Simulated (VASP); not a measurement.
Write the native input for VASP 6.6.1 that does the following.

```
Task                   : relaxation of cell and atoms
Functional             : PBE
Potentials or basis    : VASP PAW PBE potentials, release 64 (Li_sv, H)
Cutoff                 : 600 eV
k mesh                 : 14 × 14 × 8
Occupations            : gaussian, width 0.02 eV
Spin                   : no spin polarisation
Dipole correction      : no
Further INCAR settings : ALGO = Normal; EDIFF = 1e-06; IBRION = 2; EDIFFG = -0.01; NSW = 100; ISIF = 3
```

The structure of LiH lies in POSCAR:

```
LiH
1.0
    2.6906164469      0.0000000000      0.0000000000
    0.0000000000      2.6906164469      0.0000000000
    0.0000000000      0.0000000000      4.3599841198
Li H
1 1
Direct
    0.0000000000      0.0000000000      0.0000000000
    0.5000000000      0.5000000000      0.0000000000
```

The cell was built from a structure type or drawn by symmetry, and may not be a known phase.

These files were run (other wordings do the same):

INCAR

```
SYSTEM = LiH
PREC = Accurate
ENCUT = 600
EDIFF = 1E-6
ISMEAR = 0
SIGMA = 0.02
LREAL = .FALSE.
LASPH = .TRUE.
NELM = 60
ALGO = Normal
ISIF = 3
LWAVE = .FALSE.
LCHARG = .FALSE.
GGA = PE
IBRION = 2
NSW = 100
EDIFFG = -0.01
```

KPOINTS

```
regular mesh
0
G
  14 14 8
  0 0 0
```

Potentials or basis: VASP PAW PBE potentials, release 64 (Li_sv, H).

Launch:

```console
$ cat potpaw_PBE.64/Li_sv/POTCAR potpaw_PBE.64/H/POTCAR > POTCAR
$ mpirun -np 1 vasp_std > vasp.out
```

It gave:

The pressure after relaxing is -0.1 GPa and the band gap on the k mesh is 0.32 eV (least direct gap 4.54 eV).

Caveat: the cutoff is under 1.25 times the usual one of these potentials, so pressure, stress and relaxed cells hold a basis-set (Pulay) error; the relaxation stopped at its first step, so nothing moved.

Run time: 15 s on 1 thread of AMD EPYC 9R45 96-Core Processor (Zen 5), with other jobs on the host, peak memory 0.14 GiB.
